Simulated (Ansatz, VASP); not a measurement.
One calculation of NaF, two programs

```
Na F
1.0
     0.00000    2.32330    2.32330
     2.32330    0.00000    2.32330
     2.32330    2.32330    0.00000
Na F
1 1
Direct
  0.00000 0.00000 0.00000
  0.50000 0.50000 0.50000
```

Alike in both runs: task single point; functional PBE; k mesh 10 × 10 × 10; occupations fermi-dirac, width 0.02 eV; no spin polarisation.

```csv
,VASP,Ansatz
version,VASP 6.6.1,Ansatz 0.2.0
potentials or method,"VASP PAW PBE potentials, release 64 (Na_pv, F), cutoff 520 eV","all-electron LAPW, scalar-relativistic"
```

VASP gave:

```
gap on the k mesh at the Fermi level (eV) : 6.26
pressure (GPa)                            : 1.6
```

Estimate Ansatz's values.

gap on the k mesh at the Fermi level (eV): 6.27; pressure (GPa): 1.8.

Ansatz ran all-electron here, and VASP with PAW potentials.
